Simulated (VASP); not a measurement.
Wanted: the native input for a VASP 6.6.1 run.

```
Task                   : relaxation of cell and atoms
Functional             : PBE
Potentials or basis    : VASP PAW PBE potentials, release 64 (Si, C)
Cutoff                 : 600 eV
k mesh                 : 8 × 8 × 2
Occupations            : gaussian, width 0.01 eV
Spin                   : no spin polarisation
Dipole correction      : no
Further INCAR settings : ALGO = Normal; EDIFF = 1e-06; IBRION = 2; EDIFFG = -0.002; NSW = 80; ISIF = 3
```

The structure of SiC lies in POSCAR:

```
SiC
1.0
    3.0950000000      0.0000000000      0.0000000000
   -1.5475000000      2.6803486247      0.0000000000
    0.0000000000      0.0000000000     15.1700000000
Si C
6 6
Direct
    0.0000000000      0.0000000000      0.1250000000
    0.0000000000      0.0000000000      0.6250000000
    0.3333333333      0.6666666667      0.2917000000
    0.6666666667      0.3333333333      0.7917000000
    0.3333333333      0.6666666667      0.9583000000
    0.6666666667      0.3333333333      0.4583000000
    0.0000000000      0.0000000000      0.0000000000
    0.0000000000      0.0000000000      0.5000000000
    0.3333333333      0.6666666667      0.1667000000
    0.6666666667      0.3333333333      0.6667000000
    0.3333333333      0.6666666667      0.8333000000
    0.6666666667      0.3333333333      0.3333000000
```

One way to write it, as run:

INCAR

```
PREC = Accurate
ENCUT = 600
EDIFF = 1E-6
ISMEAR = 0
SIGMA = 0.01
LREAL = False
LASPH = True
NELM = 80
ALGO = Normal
ISIF = 3
LWAVE = False
LCHARG = False
GGA = PE
IBRION = 2
NSW = 80
EDIFFG = -0.002
```

KPOINTS

```
regular mesh
0
Gamma
  8 8 2
```

Potentials or basis: VASP PAW PBE potentials, release 64 (Si, C).

Run with:

```console
$ cat potpaw_PBE.64/Si/POTCAR potpaw_PBE.64/C/POTCAR > POTCAR
$ mpirun -np 1 vasp_std > vasp.out
```

It gave:

```yaml
Relaxed_volume: 10.49 Å³/atom
Relaxed_cell: a = 3.094 Å, b = 3.094 Å, c = 15.182 Å, α = 90.00°, β = 90.00°, γ = 120.00°
Space_group_after_relaxing_to_0.1_Å: P6_3mc (No. 186)
Energy_gained_by_relaxing: 0.1 meV/atom
Ionic_steps: 9
Pressure_after_relaxing: 0.0 GPa
Band_gap_on_the_k_mesh: 2.03 eV (least direct gap 3.12 eV)
```

Wall time 5.4 min on 1 thread of Intel(R) Xeon(R) Platinum 8488C (Sapphire Rapids) (shared host), peak memory 0.33 GiB.
